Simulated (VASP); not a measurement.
Here is a VASP 6.6.1 calculation.

File INCAR:

```
SYSTEM = SnO2
PREC = Accurate
ENCUT = 520
EDIFF = 1E-6
ISMEAR = -1
SIGMA = 0.05
LREAL = .FALSE.
LASPH = .TRUE.
NELM = 60
ALGO = Normal
ISIF = 2
LWAVE = .FALSE.
LCHARG = .TRUE.
GGA = CA
LELF = .TRUE.
LVHAR = .TRUE.
NBANDS = 20
```

The input KPOINTS:

```
regular mesh
0
G
  9 9 9
  0 0 0
```

File POSCAR:

```
SnO2
1.0
    0.0000000000      2.5741500000      2.5741500000
    2.5741500000      0.0000000000      2.5741500000
    2.5741500000      2.5741500000      0.0000000000
Sn O
1 2
Direct
    0.0000000000      0.0000000000      0.0000000000
    0.7500000000      0.7500000000      0.7500000000
    0.2500000000      0.2500000000      0.2500000000
```

Potentials or basis: VASP PAW LDA potentials, release 64 (Sn_d, O).

Launch:

```bash
$ cat potpaw_LDA.64/Sn_d/POTCAR potpaw_LDA.64/O/POTCAR > POTCAR
$ mpirun -np 1 vasp_std > vasp.out
```

What does it give for the pressure?

-11.5 GPa.

Estimate the band gap on the k mesh.

zero (band 13 reaches 6.96 eV, above the bottom of band 14 at 6.80 eV).

Caveat: spin-orbit coupling is left out, which moves the levels of the heavy elements.
